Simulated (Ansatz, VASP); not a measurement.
One calculation of KI, two programs

File POSCAR:

```
KI
1.0
   -0.1181428326      3.4261421451      3.4261421451
    3.4261421451     -0.1181428326      3.4261421451
    3.4261421451      3.4261421451     -0.1181428326
K I
1 1
Direct
    0.0000000000      0.0000000000      0.0000000000
    0.5000000000      0.5000000000      0.5000000000
```

Contents of INCAR.step1:

```
SYSTEM = KI
PREC = Accurate
ENCUT = 520
EDIFF = 1E-5
ISMEAR = 0
SIGMA = 0.01
LREAL = .False.
LASPH = .True.
NELM = 80
ALGO = Normal
ISIF = 2
LWAVE = .True.
LCHARG = .False.
GGA = PE
NBANDS = 15
```

INCAR.step2

```
SYSTEM = KI
PREC = Accurate
ENCUT = 520
EDIFF = 1E-6
ISMEAR = 0
SIGMA = 0.01
LREAL = .False.
LASPH = .True.
NELM = 80
ALGO = Normal
ISIF = 2
LWAVE = .False.
LCHARG = .False.
GGA = PE
LHFCALC = .True.
HFSCREEN = 0.2079
PRECFOCK = Normal
ISTART = 1
NBANDS = 15
```

The input KPOINTS:

```
Automatic mesh
0
Gamma
  4 4 4
  0 0 0
```

Input for Ansatz:

```yaml
crystal:
  lattice:
    - [-0.1181428326, 3.4261421451, 3.4261421451]
    - [3.4261421451, -0.1181428326, 3.4261421451]
    - [3.4261421451, 3.4261421451, -0.1181428326]
  atoms:
    - { symbol: K, position: [0.0, 0.0, 0.0] }
    - { symbol: I, position: [0.5, 0.5, 0.5] }
kpoints:
  mp_grid: { grid: [4, 4, 4] }
  band_path:
    path:
      - [0.0, 0.0, 0.0]
      - [0.5, 0.0, 0.5]
      - [0.625, 0.25, 0.625]
      - [0.375, 0.375, 0.75]
      - [0.5, 0.5, 0.5]
      - [0.5, 0.25, 0.75]
    npoints: 1
hamiltonian:
  xc: hse06
scf:
  occupations: { method: fixed }
  n_extra_bands: 4
output:
  forces: true
  stress: true
  eigenvalues: true
```

Change from the starting cell: shear_111 strain -5.0%.

Alike in both runs: task single point; functional HSE06; k mesh 4 × 4 × 4; no spin polarisation.

|  | VASP | Ansatz |
| --- | --- | --- |
| version | VASP 6.6.1 | Ansatz 0.2.0 |
| potentials or method | VASP PAW PBE potentials, release 64 (K_sv, I) | plane waves, PAW |
| plane-wave cutoff (eV) | 520 | 420 |
| occupations | gaussian, width 0.01 eV | fixed |
| valence electrons in the cell | 16 | 26 |

|  | VASP | Ansatz | Ansatz less VASP |
| --- | --- | --- | --- |
| gap on the k mesh at the Fermi level (eV) | 4.96 | 4.97 | +0.012 |
| pressure (GPa) | 1.0 | 1.0 | -0.01 |
| traceless stress, the component that is largest in VASP (GPa) | 0.11 | 0.11 | +0.001 |

VASP's potentials hold 16 valence electrons a cell and Ansatz's 26, so a difference there can come from the potentials and not from the codes. Ansatz's warnings: stress exchange threshold loose, stress scf threshold loose.

Neither program's run includes spin-orbit coupling.
